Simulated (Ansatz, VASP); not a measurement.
## Two plane-wave programs on CuO

POSCAR

```
CuO
1.0
    2.3366000000     -1.7385000000      0.0000000000
    2.3366000000      1.7385000000      0.0000000000
   -0.7621600000      0.0000000000      5.0619400000
Cu O
2 2
Direct
    0.0000000000      0.5000000000      0.0000000000
    0.5000000000      0.0000000000      0.5000000000
    0.5483000000      0.4517000000      0.2500000000
    0.4517000000      0.5483000000      0.7500000000
```

File INCAR.step1:

```
PREC     = Accurate       # precision mode
ENCUT    = 520            # plane-wave cutoff, eV
ISMEAR   = -1             # smearing method
SIGMA    = 0.05           # smearing width, eV
LREAL    = F              # projectors in reciprocal space
LASPH    = T              # aspherical terms in the spheres
NELM     = 150            # most SCF steps
ISPIN    = 2              # spin polarisation
MAGMOM   = 0.5 0.5 0 0    # initial moments
LMAXMIX  = 4              # l up to which the mixer works
NBANDS   = 29             # bands
GGA      = PE             # functional
ALGO     = Normal         # electronic algorithm
EDIFF    = 1E-4           # SCF threshold, eV
LWAVE    = T              # write WAVECAR
LCHARG   = F              # write CHGCAR
```

The input INCAR.step2:

```
PREC     = Accurate       # precision mode
ENCUT    = 520            # plane-wave cutoff, eV
EDIFF    = 1E-6           # SCF threshold, eV
ISMEAR   = -1             # smearing method
SIGMA    = 0.05           # smearing width, eV
LREAL    = F              # projectors in reciprocal space
LASPH    = T              # aspherical terms in the spheres
NELM     = 150            # most SCF steps
ALGO     = Normal         # electronic algorithm
ISIF     = 2              # what is computed and relaxed
LWAVE    = F              # write WAVECAR
LCHARG   = F              # write CHGCAR
ISPIN    = 2              # spin polarisation
MAGMOM   = 0.5 0.5 0 0    # initial moments
LORBIT   = 11             # projections on sites
LMAXMIX  = 4              # l up to which the mixer works
METAGGA  = R2SCAN         # meta-GGA
LMIXTAU  = T            
NBANDS   = 29             # bands
ISTART   = 1
```

File KPOINTS:

```
regular mesh
0
Gamma
  7 7 4
```

Input for Ansatz:

```yaml
crystal:
  lattice:
    - [2.3366, -1.7385, 0.0]
    - [2.3366, 1.7385, 0.0]
    - [-0.76216, 0.0, 5.06194]
  atoms:
    - { symbol: Cu, position: [0.0, 0.5, 0.0], spin: 0.5 }
    - { symbol: Cu, position: [0.5, 0.0, 0.5], spin: 0.5 }
    - { symbol: O, position: [0.5483, 0.4517, 0.25] }
    - { symbol: O, position: [0.4517, 0.5483, 0.75] }
magnetization:
  spin_polarized: true
hamiltonian:
  xc: r2scan
  pseudopotentials: { kind: paw }
basis:
  ecutwfc: 500
kpoints:
  mp_grid: { grid: [7, 7, 4] }
scf:
  occupations: { method: fermi_dirac, width: 0.05 }
  lower_state_search: "off"
output:
  forces: true
  stress: true
```

Change from the starting cell: moments ++ scaled by 0.5, plain SCF.

Alike in both runs: task single point; functional r2SCAN; k mesh 7 × 7 × 4; occupations fermi-dirac, width 0.05 eV; collinear spin.

|  | VASP | Ansatz |
| --- | --- | --- |
| version | VASP 6.6.1 | Ansatz 0.2.0 |
| potentials or method | VASP PAW PBE potentials, release 64 (Cu, O), cutoff 520 eV | PAW, plane waves, scalar-relativistic |
| valence electrons in the cell | 34 | 50 |

Ansatz gave:

| Property | Result |
| --- | --- |
| pressure (GPa) | 0.3 |
| traceless stress, the component that is largest in VASP (GPa) | 2.54 |
| rms of the force components (eV/Å) | 0.057 |
| net moment per atom (μB) | 0.00 |

Which values does VASP return?

Pressure (GPa): 1.3; traceless stress, the component that is largest in VASP (GPa): 2.76; rms of the force components (eV/Å): 0.078; net moment per atom (μB): 0.00.

VASP's potentials were made for PBE, not for r2SCAN. Atom by atom the forces differ by 0.021 eV/Å (rms over components). The functional is the same, so the differences come from potentials, cutoffs and numerics. VASP's potentials hold 34 valence electrons a cell and Ansatz's 50, so a difference there can come from the potentials and not from the codes. Ansatz's warnings: seeded moment not kept, stability check not made.
